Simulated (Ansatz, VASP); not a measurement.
## Ge: VASP beside Ansatz

INCAR

```
SYSTEM = Ge
  PREC = Accurate
  ENCUT = 520
  EDIFF = 1E-8
  ISMEAR = -1
  SIGMA = 0.05
  LREAL = .False.
  LASPH = .True.
  NELM = 80
  ALGO = Normal
  ISIF = 2
  LWAVE = .False.
  LCHARG = .False.
  GGA = PS
  LEFG = .True.
  NBANDS = 36
```

File KPOINTS:

```
Automatic mesh
0
Gamma
  11 11 6
  0 0 0
```

File POSCAR:

```
Ge
1.0
    4.0240606931      0.0000000000      0.0000000000
   -2.0120303466      3.4849387866      0.0000000000
    0.0000000000      0.0000000000      6.6430837134
Ge
4
Direct
    0.6666666667      0.3333333333      0.0629012500
    0.3333333333      0.6666666667      0.5629012500
    0.6666666667      0.3333333333      0.4370987500
    0.3333333333      0.6666666667      0.9370987500
```

Input for Ansatz:

```yaml
crystal:
  lattice:
    - [4.0240606931, 0.0, 0.0]
    - [-2.0120303466, 3.4849387866, 0.0]
    - [0.0, 0.0, 6.6430837134]
  atoms:
    - { symbol: Ge, position: [0.6666666667, 0.3333333333, 0.06290125] }
    - { symbol: Ge, position: [0.3333333333, 0.6666666667, 0.56290125] }
    - { symbol: Ge, position: [0.6666666667, 0.3333333333, 0.43709875] }
    - { symbol: Ge, position: [0.3333333333, 0.6666666667, 0.93709875] }
kpoints:
  mp_grid: { grid: [11, 11, 6] }
scf:
  occupations: { method: fermi_dirac, width: 0.05 }
hamiltonian:
  xc: pbesol
  pseudopotentials: { kind: all_electron, datasets: crystal }
output:
  forces: true
  stress: true
  eigenvalues: true
  efg: { contact_densities: true }
```

Change from the starting cell: volume scaled by 1.02, crystal datasets.

Alike in both runs: task electric field gradients; functional PBEsol; k mesh 11 × 11 × 6; occupations fermi-dirac, width 0.05 eV; no spin polarisation.

```csv
,VASP,Ansatz
version,VASP 6.6.1,Ansatz 0.2.0
potentials or method,"VASP PAW PBE potentials, release 64 (Ge_d), cutoff 520 eV","all-electron PAW with datasets made for the crystal, scalar-relativistic"
```

```tsv
	VASP	Ansatz	Ansatz less VASP
pressure (GPa)	-1.4	-1.3	+0.08
traceless stress, the component that is largest in VASP (GPa)	-0.08	-0.08	-0.005
rms of the force components (eV/Å)	0.003	0.004	+0.0005
size of Vzz on the site where it differs most (V/Å²)	7.3	7.5	+0.11
```

VASP's potentials were made for PBE, not for PBEsol. Atom by atom the forces differ by 0.001 eV/Å (rms over components). Ansatz ran all-electron here, and VASP with PAW potentials.
